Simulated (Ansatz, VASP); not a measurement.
One calculation of Ge, two programs

INCAR

```
ALGO = Normal
EDIFF = 1E-6
ENCUT = 520
GGA = PE
ISIF = 2
ISMEAR = 0
LASPH = True
LCHARG = False
LREAL = False
LWAVE = False
NBANDS = 66
NELM = 80
PREC = Accurate
SIGMA = 0.1
```

File KPOINTS:

```
k-points
0
Gamma
  4 4 4
```

POSCAR

```
Ge
1.0
   -3.7848430100      3.7848430100      3.7848430100
    3.7848430100     -3.7848430100      3.7848430100
    3.7848430100      3.7848430100     -3.7848430100
Ge
8
Direct
    0.3171980400      0.3171980400      0.3171980400
    0.0000000000      0.0000000000      0.6828019600
    0.0000000000      0.6828019600      0.0000000000
    0.6828019600      0.0000000000      0.0000000000
    0.6828019600      0.6828019600      0.6828019600
    0.0000000000      0.0000000000      0.3171980400
    0.0000000000      0.3171980400      0.0000000000
    0.3171980400      0.0000000000      0.0000000000
```

Input for Ansatz:

```yaml
crystal:
  lattice:
    - [-3.78484301, 3.78484301, 3.78484301]
    - [3.78484301, -3.78484301, 3.78484301]
    - [3.78484301, 3.78484301, -3.78484301]
  atoms:
    - { symbol: Ge, position: [0.31719804, 0.31719804, 0.31719804] }
    - { symbol: Ge, position: [0.0, 0.0, 0.68280196] }
    - { symbol: Ge, position: [0.0, 0.68280196, 0.0] }
    - { symbol: Ge, position: [0.68280196, 0.0, 0.0] }
    - { symbol: Ge, position: [0.68280196, 0.68280196, 0.68280196] }
    - { symbol: Ge, position: [0.0, 0.0, 0.31719804] }
    - { symbol: Ge, position: [0.0, 0.31719804, 0.0] }
    - { symbol: Ge, position: [0.31719804, 0.0, 0.0] }
basis:
  ecutwfc: 420
kpoints:
  mp_grid: { grid: [4, 4, 4] }
hamiltonian:
  xc: pbe
scf:
  occupations: { method: gaussian, width: 0.1 }
  lower_state_search: "off"
output:
  forces: true
  stress: true
  eigenvalues: true
```

Alike in both runs: task single point; functional PBE; k mesh 4 × 4 × 4; occupations gaussian, width 0.1 eV; no spin polarisation.

|  | VASP | Ansatz |
| --- | --- | --- |
| version | VASP 6.6.1 | Ansatz 0.2.0 |
| potentials or method | VASP PAW PBE potentials, release 64 (Ge_d), cutoff 520 eV | scalar-relativistic, plane waves, PAW |
| valence electrons in the cell | 112 | 112 |

VASP gave:

| Item | Value |
| --- | --- |
| gap on the k mesh at the Fermi level (eV) | 0.16 |
| least direct gap on the mesh (eV) | 0.23 |
| pressure (GPa) | 8.7 |
| rms of the force components (eV/Å) | 0.740 |

Question: Estimate Ansatz's values.

Answer: gap on the k mesh at the Fermi level (eV): 0.15; least direct gap on the mesh (eV): 0.22; pressure (GPa): 8.7; rms of the force components (eV/Å): 0.737.

Atom by atom the forces differ by 0.003 eV/Å (rms over components).
